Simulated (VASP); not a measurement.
# CoW3 in VASP: notebook, part 2 of 2

VASP 6.6.1. Earlier steps stand in the parts before.

### Step 5. Single point, PBEsol, collinear spin, ferromagnetic start

This run uses another cell than the first one, of 16.13 Å³/atom, 1.082 times its volume.

The input, INCAR:

```
PREC     = Accurate       # precision mode
ENCUT    = 520            # plane-wave cutoff, eV
EDIFF    = 1E-6           # SCF threshold, eV
ISMEAR   = -1             # smearing method
SIGMA    = 0.05           # smearing width, eV
LREAL    = False          # projectors in reciprocal space
LASPH    = True           # aspherical terms in the spheres
NELM     = 150            # most SCF steps
ALGO     = Normal         # electronic algorithm
ISIF     = 2              # what is computed and relaxed
LWAVE    = False          # write WAVECAR
LCHARG   = False          # write CHGCAR
ISPIN    = 2              # spin polarisation
MAGMOM   = 0 0 0 2        # initial moments
LORBIT   = 11             # projections on sites
LMAXMIX  = 4              # l up to which the mixer works
GGA      = PS             # functional
NBANDS   = 38             # bands
```

The input, KPOINTS:

```
Automatic mesh
0
Gamma
  6 6 6
```

The input, POSCAR:

```
CoW3
1.0
    4.0636450400      0.0000000000      0.0000000000
    0.0000000000      4.0636450400      0.0000000000
    0.0000000000      0.0000000000      3.9073510000
W Co
3 1
Direct
    0.5000000000      0.5000000000      0.0000000000
    0.5000000000      0.0000000000      0.5000000000
    0.0000000000      0.5000000000      0.5000000000
    0.0000000000      0.0000000000      0.0000000000
```

Run with:

```
cat potpaw_PBE.64/W_sv/POTCAR potpaw_PBE.64/Co/POTCAR > POTCAR
mpirun -np 1 vasp_std > vasp.out
```

Run time: 6 min. Hardware: 1 thread of Intel Xeon Platinum 8259CL at 2.50GHz (Skylake/Cascade Lake), shared host; peak memory 0.28 GiB.

The run converged. Its results:

- Free energy: -47.5060 eV
- Pressure: -26.6 GPa
- Net moment: 0.69 μB per cell
- Site moments: W +0.02; Co +0.64 μB
- Valence electrons inside the program's atomic spheres: W 11.94, 11.91; Co 8.13

Stress tensor (GPa, compression positive):
```
-26.74   0.00   0.00
  0.00 -26.74   0.00
  0.00   0.00 -26.43
```

Levels at points of the mesh, in eV from the Fermi level:
Spin up:
| k point | band 23 | band 24 | band 25 | band 26 | band 27 | band 28 |
| --- | --- | --- | --- | --- | --- | --- |
| (0.00, 0.00, 0.00) | -0.11 | 0.10 | 2.45 | 2.45 | 2.46 | 2.50 |
| (0.50, 0.00, 0.00) | -1.31 | -0.11 | 0.12 | 0.14 | 0.48 | 0.63 |
| (0.50, 0.50, 0.00) | -1.78 | -1.76 | -1.25 | 0.39 | 0.39 | 0.84 |
| (0.00, 0.00, 0.50) | -1.19 | -0.01 | -0.01 | 0.38 | 0.53 | 0.84 |
| (0.50, 0.00, 0.50) | -1.79 | -1.74 | -1.21 | 0.38 | 0.42 | 1.01 |
| (0.50, 0.50, 0.50) | -0.51 | -0.51 | 0.33 | 0.35 | 0.35 | 0.82 |
Spin down:
| k point | band 23 | band 24 | band 25 | band 26 | band 27 | band 28 |
| --- | --- | --- | --- | --- | --- | --- |
| (0.00, 0.00, 0.00) | 0.49 | 0.71 | 2.47 | 2.47 | 2.60 | 2.66 |
| (0.50, 0.00, 0.00) | -0.68 | -0.08 | 0.34 | 0.37 | 0.56 | 1.11 |
| (0.50, 0.50, 0.00) | -1.54 | -1.31 | -0.52 | 0.58 | 0.58 | 0.85 |
| (0.00, 0.00, 0.50) | -0.51 | 0.21 | 0.21 | 0.40 | 0.89 | 0.99 |
| (0.50, 0.00, 0.50) | -1.64 | -1.31 | -0.47 | 0.63 | 0.65 | 1.03 |
| (0.50, 0.50, 0.50) | -0.46 | -0.46 | 0.35 | 0.37 | 0.37 | 0.84 |

Caveat: the PAW data sets were made with another functional, which shifts forces and pressure a little; spin-orbit coupling is left out, which moves the levels of the heavy elements.

### Step 6. Single point, PBEsol, collinear spin, ferromagnetic start

The input, INCAR:

```
ALGO     = Normal         # electronic algorithm
EDIFF    = 1E-6           # SCF threshold, eV
ENCUT    = 600            # plane-wave cutoff, eV
GGA      = PS             # functional
GGA_COMPAT= F            
ISIF     = 2              # what is computed and relaxed
ISMEAR   = -1             # smearing method
ISPIN    = 2              # spin polarisation
LASPH    = T              # aspherical terms in the spheres
LCHARG   = F              # write CHGCAR
LMAXMIX  = 4              # l up to which the mixer works
LORBIT   = 11             # projections on sites
LREAL    = F              # projectors in reciprocal space
LWAVE    = F              # write WAVECAR
MAGMOM   = 0 0 0 3        # initial moments
NBANDS   = 38             # bands
NELM     = 200            # most SCF steps
NUPDOWN  = 3.0            # fixed moment
PREC     = Accurate       # precision mode
SIGMA    = 0.05           # smearing width, eV
```

The input, KPOINTS:

```
k-points
0
Gamma
  6 6 6
```

POSCAR: that of step 5 with these lines changed.

```diff
@@ -2,4 +2,4 @@
 1.0
-    4.0636450400      0.0000000000      0.0000000000
-    0.0000000000      4.0636450400      0.0000000000
+    3.9073510000      0.0000000000      0.0000000000
+    0.0000000000      3.9073510000      0.0000000000
     0.0000000000      0.0000000000      3.9073510000
```

Potentials or basis: VASP PAW PBE potentials, release 64 (W_sv, Co).

Run with:

```
cat potpaw_PBE.64/W_sv/POTCAR potpaw_PBE.64/Co/POTCAR > POTCAR
mpirun -np 1 vasp_std > vasp.out
```

Wall time 95 s (1 thread of Intel Xeon Platinum 8259CL at 2.50GHz (Skylake/Cascade Lake), shared host); peak memory 0.25 GiB.

Results (log left out):

```
Free energy                                           : -47.5352 eV
Pressure                                              : -5.2 GPa
Net moment                                            : 3.00 μB per cell
Site moments                                          : W +0.40; Co +1.50 μB
Valence electrons inside the program's atomic spheres : W 12.09; Co 8.24
```

Caveat: the PAW data sets were made with another functional, which shifts forces and pressure a little; spin-orbit coupling is left out, which moves the levels of the heavy elements; the total moment is fixed, so each spin has its own Fermi level.

### Step 7. Single point, PBEsol, collinear spin, ferromagnetic start

The input, INCAR:

```
SYSTEM = CoW3
PREC = Accurate
ENCUT = 600
EDIFF = 1E-6
ISMEAR = -1
SIGMA = 0.05
LREAL = .False.
LASPH = .True.
NELM = 200
ALGO = Normal
ISIF = 2
LWAVE = .False.
LCHARG = .False.
ISPIN = 2
MAGMOM = 0 0 0 4
LORBIT = 11
NUPDOWN = 4.0
LMAXMIX = 4
GGA = PS
NBANDS = 38
GGA_COMPAT = .False.
```

The input, KPOINTS:

```
regular mesh
0
Gamma
  6 6 6
  0 0 0
```

POSCAR is that of step 6.

Potentials or basis: VASP PAW PBE potentials, release 64 (W_sv, Co).

Run with:

```
cat potpaw_PBE.64/W_sv/POTCAR potpaw_PBE.64/Co/POTCAR > POTCAR
mpirun -np 1 vasp_std > vasp.out
```

OUTCAR:

```text
SYSTEM = CoW3
   PREC = Accurate
   ENCUT = 600
   EDIFF = 1E-6
   ISMEAR = -1
   LREAL = .False.
   LASPH = .True.
   NELM = 200
   ISIF = 2
   ISPIN = 2
   LORBIT = 11
   NUPDOWN = 4.0
   GGA = PS

 ion  position               nearest neighbor table
   1  0.500  0.500  0.000-   2 2.76   3 2.76   4 2.76   2 2.76   3 2.76   2 2.76   4 2.76   2 2.76
                             3 2.76   4 2.76   3 2.76   4 2.76
   2  0.500  0.000  0.500-   1 2.76   3 2.76   4 2.76   1 2.76   4 2.76   1 2.76   3 2.76   1 2.76
                             3 2.76   4 2.76   4 2.76   3 2.76
   3  0.000  0.500  0.500-   1 2.76   2 2.76   4 2.76   1 2.76   4 2.76   2 2.76   4 2.76   4 2.76
                             1 2.76   2 2.76   1 2.76   2 2.76
   4  0.000  0.000  0.000-   1 2.76   2 2.76   3 2.76   2 2.76   3 2.76   1 2.76   3 2.76   3 2.76
                             1 2.76   2 2.76   2 2.76   1 2.76

  LATTYP: Found a simple cubic cell.
 ALAT       =     3.9073510000

  Lattice vectors:

 A1 = (   3.9073510000,   0.0000000000,   0.0000000000)
 A2 = (   0.0000000000,   3.9073510000,   0.0000000000)
 A3 = (   0.0000000000,   0.0000000000,   3.9073510000)

Analysis of symmetry for initial positions (statically):
=====================================================================
 Subroutine PRICEL returns:
 Original cell was already a primitive cell.

 Routine SETGRP: Setting up the symmetry group for a
 simple cubic supercell.

 Subroutine GETGRP returns: Found 48 space group operations
 (whereof 48 operations were pure point group operations)
 out of a pool of 48 trial point group operations.

The static configuration has the point symmetry O_h .

Analysis of symmetry for dynamics (positions and initial velocities):
=====================================================================
 Subroutine PRICEL returns:
 Original cell was already a primitive cell.

 Routine SETGRP: Setting up the symmetry group for a
 simple cubic supercell.

 Subroutine GETGRP returns: Found 48 space group operations
 (whereof 48 operations were pure point group operations)
 out of a pool of 48 trial point group operations.

The dynamic configuration has the point symmetry O_h .

Analysis of structural, dynamic, and magnetic symmetry:
[... 166 lines left out ...]

 k-point     1 :       0.0000    0.0000    0.0000
  band No.  band energies     occupation
      1     -63.3478      1.00000
      2     -63.1857      1.00000
      3     -63.1857      1.00000
      4     -28.0802      1.00000
      5     -28.0802      1.00000
      6     -28.0802      1.00000
[... 789 lines left out ...]
     36      15.8571      0.00000
     37      19.8467      0.00000
 Fermi energy:         9.9378862075

 spin component 2

 k-point     1 :       0.0000    0.0000    0.0000
  band No.  band energies     occupation
      1     -63.0783      1.00000
      2     -62.9193      1.00000
      3     -62.9193      1.00000
      4     -27.7190      1.00000
      5     -27.7190      1.00000
      6     -27.7190      1.00000
[... 789 lines left out ...]
     36      16.3851      0.00000
     37      20.3581      0.00000
 [bands above 37 left out]

------------------------ aborting loop because EDIFF is reached ----------------------------------------

  FORCE on cell =-STRESS in cart. coord.  units (eV):
  Direction    XX          YY          ZZ          XY          YZ          ZX
  --------------------------------------------------------------------------------------
  -------------------------------------------------------------------------------------
  Total       -0.7912927     -0.7912927     -0.7912927     -0.0000000      0.0000000      0.0000000
  in kB      -21.2520333    -21.2520333    -21.2520333     -0.0000000      0.0000000      0.0000000
  external PRESSURE =     -21.2520333 kB  Pullay stress =       0.0000000 kB

 VOLUME and BASIS-vectors are now :
 -----------------------------------------------------------------------------
  energy-cutoff  :      600.00
  volume of cell :       59.66
      direct lattice vectors                 reciprocal lattice vectors
     3.907351000  0.000000000  0.000000000     0.255927865  0.000000000  0.000000000
     0.000000000  3.907351000  0.000000000     0.000000000  0.255927865  0.000000000
     0.000000000  0.000000000  3.907351000     0.000000000  0.000000000  0.255927865

 POSITION                                       TOTAL-FORCE (eV/Angst)
 -----------------------------------------------------------------------------------
      1.95368      1.95368      0.00000         0.000000      0.000000      0.000000
      1.95368      0.00000      1.95368         0.000000      0.000000      0.000000
      0.00000      1.95368      1.95368         0.000000      0.000000      0.000000
      0.00000      0.00000      0.00000         0.000000      0.000000      0.000000
 -----------------------------------------------------------------------------------
    total drift:                                0.000000     -0.000000     -0.000000

  FREE ENERGIE OF THE ION-ELECTRON SYSTEM (eV)
  ---------------------------------------------------
  free  energy   TOTEN  =       -46.9376384876 eV

  energy  without entropy=      -46.9065328137  energy(sigma->0) =      -46.92208565

 total charge

# of ion       s       p       d       tot
------------------------------------------
    1        2.417   6.307   3.374  12.098
    2        2.417   6.307   3.374  12.098
    3        2.417   6.307   3.374  12.098
    4        0.473   0.565   7.188   8.227
--------------------------------------------------
tot          7.725  19.486  17.309  44.520

 magnetization (x)

# of ion       s       p       d       tot
------------------------------------------
    1        0.011   0.049   0.561   0.621
    2        0.011   0.049   0.561   0.621
    3        0.011   0.049   0.561   0.621
    4        0.006   0.073   1.573   1.652
--------------------------------------------------
tot          0.040   0.221   3.255   3.516
```

OSZICAR:

```text
N       E                     dE             d eps       ncg     rms          rms(c)
DAV:   1     0.630637071606E+03    0.63064E+03   -0.29098E+04  3048   0.176E+03
DAV:   2    -0.121575755361E+02   -0.64279E+03   -0.61912E+03  3088   0.527E+02
DAV:   3    -0.510572683678E+02   -0.38900E+02   -0.36331E+02  3498   0.130E+02
DAV:   4    -0.520736749488E+02   -0.10164E+01   -0.10076E+01  3454   0.211E+01
DAV:   5    -0.520957432677E+02   -0.22068E-01   -0.22065E-01  3984   0.316E+00    0.415E+01
DAV:   6    -0.760017284436E+02   -0.23906E+02   -0.10172E+02  3382   0.126E+02    0.610E+01
DAV:   7    -0.493064693869E+02    0.26695E+02   -0.37255E+01  3522   0.481E+01    0.188E+01
DAV:   8    -0.489402240229E+02    0.36625E+00   -0.13452E+01  3822   0.467E+01    0.187E+01
DAV:   9    -0.471171696721E+02    0.18231E+01   -0.73076E+00  3750   0.244E+01    0.603E+00
DAV:  10    -0.469689560005E+02    0.14821E+00   -0.25677E-01  3962   0.436E+00    0.300E+00
DAV:  11    -0.469382969262E+02    0.30659E-01   -0.67095E-02  3828   0.199E+00    0.609E-01
DAV:  12    -0.469392163727E+02   -0.91945E-03   -0.92700E-03  4302   0.876E-01    0.688E-01
DAV:  13    -0.469390890976E+02    0.12728E-03   -0.13191E-03  3662   0.379E-01    0.526E-01
DAV:  14    -0.469378231553E+02    0.12659E-02   -0.79837E-04  3976   0.283E-01    0.202E-01
DAV:  15    -0.469376448519E+02    0.17830E-03   -0.27696E-04  4172   0.116E-01    0.529E-02
DAV:  16    -0.469376384285E+02    0.64233E-05   -0.26613E-05  3520   0.290E-02    0.209E-02
DAV:  17    -0.469376384876E+02   -0.59081E-07   -0.25151E-06  2420   0.190E-02
   1 F= -.46937638E+02 E0= -.46922086E+02  d E =-.311057E-01  mag=     4.0000
```

stdout:

```text
POSCAR found type information on POSCAR W Co
 POSCAR found :  2 types and       4 ions
 scaLAPACK will be used
 -----------------------------------------------------------------------------
|                                                                             |
|                                                                             |
|     You enforced a specific xc type in the INCAR file but a different       |
|     I HOPE YOU KNOW WHAT YOU ARE DOING!                                     |
|                                                                             |
 -----------------------------------------------------------------------------

 LDA part: xc-table for (Slater+PW92), standard interpolation
 POSCAR, INCAR and KPOINTS ok, starting setup
 FFT: planning ... GRIDC
 FFT: planning ... GRID_SOFT
 FFT: planning ... GRID
 WAVECAR not read
 entering main loop
```

Wall time 89 s (1 thread of Intel Xeon Platinum 8259CL at 2.50GHz (Skylake/Cascade Lake), shared host); peak memory 0.25 GiB.

Results:

```
Free energy                                           : -46.9376 eV
Pressure                                              : -2.1 GPa
Net moment                                            : 4.00 μB per cell
Site moments                                          : W +0.62; Co +1.65 μB
Valence electrons inside the program's atomic spheres : W 12.10; Co 8.23
```

Caveat: the PAW data sets were made with another functional, which shifts forces and pressure a little; spin-orbit coupling is left out, which moves the levels of the heavy elements; the total moment is fixed, so each spin has its own Fermi level.

### Step 8. The runs side by side

```csv
spin,fixed moment (μB),cell,k mesh,cutoff (eV),gap on the mesh (eV),pressure (GPa),moment (μB)
off,-,"a = 3.907 Å, 4 atoms",7 × 7 × 7,520,none,-9.9,-
"collinear, ferromagnetic start",-,"a = 3.907 Å, 4 atoms",7 × 7 × 7,520,none,-10.1,0.00
"collinear, ferromagnetic start",-,"a = 3.985, b = 3.985, c = 3.907 Å, 4 atoms",6 × 6 × 6,520,none,-19.3,0.45
"collinear, ferromagnetic start",-,"a = 4.064, b = 4.064, c = 3.907 Å, 4 atoms",6 × 6 × 6,520,none,-26.6,0.69
"collinear, ferromagnetic start",3.0,"a = 3.907 Å, 4 atoms",6 × 6 × 6,600,-,-5.2,3.00
"collinear, ferromagnetic start",4.0,"a = 3.907 Å, 4 atoms",6 × 6 × 6,600,-,-2.1,4.00
```

Alike in all rows: task single point; level PBEsol; potentials or basis VASP PAW PBE potentials, release 64 (W_sv, Co); smearing fermi-dirac 0.05 eV.

Caveats: the PAW data sets were made with another functional, which shifts forces and pressure a little; spin-orbit coupling is left out, which moves the levels of the heavy elements; the total moment is fixed, so each spin has its own Fermi level (some runs).

Total energies depend on the potentials used, so only differences within one code and one set of settings carry meaning.
